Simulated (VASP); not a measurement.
Input of a VASP 6.6.1 run:

File INCAR:

```
SYSTEM = ZnGe3
  ALGO = Normal
  EDIFF = 1E-6
  EDIFFG = -0.04
  ENCUT = 600
  GGA = PE
  IBRION = 2
  ISIF = 3
  ISMEAR = 0
  LASPH = .TRUE.
  LCHARG = .FALSE.
  LREAL = .FALSE.
  LWAVE = .FALSE.
  NELM = 80
  NSW = 90
  PREC = Accurate
  SIGMA = 0.1
```

File KPOINTS:

```
k-points
0
G
  6 6 2
  0 0 0
```

The input POSCAR:

```
ZnGe3
1.0
    3.2470262100      0.0000000000      0.0000000000
   -1.6235131100      2.8120071900      0.0000000000
    0.0000000000      0.0000000000      8.3818874600
Zn Ge
1 3
Direct
    0.0000000000      0.0000000000      0.0000000000
    0.3333333300      0.6666666700      0.2586581500
    0.0000000000      0.0000000000      0.5000000000
    0.3333333300      0.6666666700      0.7413418500
```

Potentials or basis: VASP PAW PBE potentials, release 64 (Zn, Ge_d).

Launch:

```console
$ cat potpaw_PBE.64/Zn/POTCAR potpaw_PBE.64/Ge_d/POTCAR > POTCAR
$ mpirun -np 1 vasp_std > vasp.out
```

What does it give for the band gap on the k mesh?

Zero (bands 27 and 28 overlap by 5.76 eV).

Predict the relaxed cell.

a = 3.289 Å, b = 3.289 Å, c = 8.177 Å, α = 90.00°, β = 90.00°, γ = 120.00°.

Stress tensor (GPa, compression positive):
```
-0.13  0.00  0.00
 0.00 -0.13  0.00
 0.00  0.00  0.25
```

Caveat: the k points lie up to 0.38 Å⁻¹ apart in the final cell, too coarse for converged energies and pressures of a metal.
